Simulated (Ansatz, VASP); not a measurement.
AlIn2Sb3 in VASP and in Ansatz

```
Al In Sb
1.0
     5.30769    0.00000    0.00000
    -2.65385    4.59660    0.00000
     0.00000    0.00000    6.57350
Al In Sb
1 2 3
Direct
  0.00000 0.00000 0.00000
  0.66667 0.33333 0.25047
  0.66667 0.33333 0.74953
  0.00000 0.00000 0.50000
  0.33333 0.66667 0.00000
  0.33333 0.66667 0.50000
```

Change from the starting cell: species swapped into the Ce2CuGe3 type (P-6m2, No. 187).

Alike in both runs: task relaxation of cell and atoms; functional PBE; k mesh 6 × 6 × 4; occupations gaussian, width 0.1 eV; no spin polarisation.

|  | VASP | Ansatz |
| --- | --- | --- |
| version | VASP 6.6.1 | Ansatz 0.2.0 |
| potentials or method | VASP PAW PBE potentials, release 64 (Al, In_d, Sb), cutoff 600 eV | scalar-relativistic, plane waves, PAW |
| valence electrons in the cell | 44 | 74 |

Ansatz gave:

| Quantity | Value |
| --- | --- |
| gap on the k mesh at the Fermi level, each at its own relaxed structure (eV) | none |
| relaxed volume (Å³/atom) | 26.55 |
| relaxed length of the cell vector where the two differ most in proportion (Å) | 6.387 |

Q: Which values does VASP return?

A: gap on the k mesh at the Fermi level, each at its own relaxed structure (eV): none; relaxed volume (Å³/atom): 26.43; relaxed length of the cell vector where the two differ most in proportion (Å): 6.371.

A gap of «none» marks a metal or a gap that the smearing closes. VASP's potentials hold 44 valence electrons a cell and Ansatz's 74, so a difference there can come from the potentials and not from the codes.

Neither program's run includes spin-orbit coupling. Noted on VASP's run: too few bands were computed for a metal, which touches its energy and stress.
